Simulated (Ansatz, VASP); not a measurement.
Two plane-wave programs on La2O3

```xyz
5
Lattice="4.5413 0.0000 0.0000 0.0000 4.5413 0.0000 0.0000 0.0000 5.9209" Properties=species:S:1:pos:R:3 pbc="T T T"
La    0.0000    2.2706    0.0000
La    2.2706    0.0000    0.0000
O     2.2706    2.2706    1.1135
O     2.2706    2.2706    4.8074
O     2.2706    2.2706    2.9605
```

Alike in both runs: functional PBE; k mesh 8 × 8 × 6; occupations gaussian, width 0.1 eV; no spin polarisation.

Ansatz relaxed the structure, and its values are those at the end. VASP's run is a single point on that final structure, the one shown.

```csv
,VASP,Ansatz
version,VASP 6.6.1,Ansatz 0.2.0
potentials or method,"VASP PAW PBE potentials, release 64 (La, O), cutoff 520 eV","scalar-relativistic, plane waves, PAW"
valence electrons in the cell,40,40
```

|  | VASP | Ansatz | Ansatz less VASP |
| --- | --- | --- | --- |
| gap on the k mesh at the Fermi level (eV) | none | none | - |
| pressure (GPa) | -0.1 | 0.0 | +0.11 |
| rms of the force components (eV/Å) | 0.007 | 0.000 | -0.0069 |

A gap of «none» marks a metal or a gap that the smearing closes. With one functional, cell and mesh, what is left measures potentials, basis and numerics.

Spin-orbit coupling is off throughout.
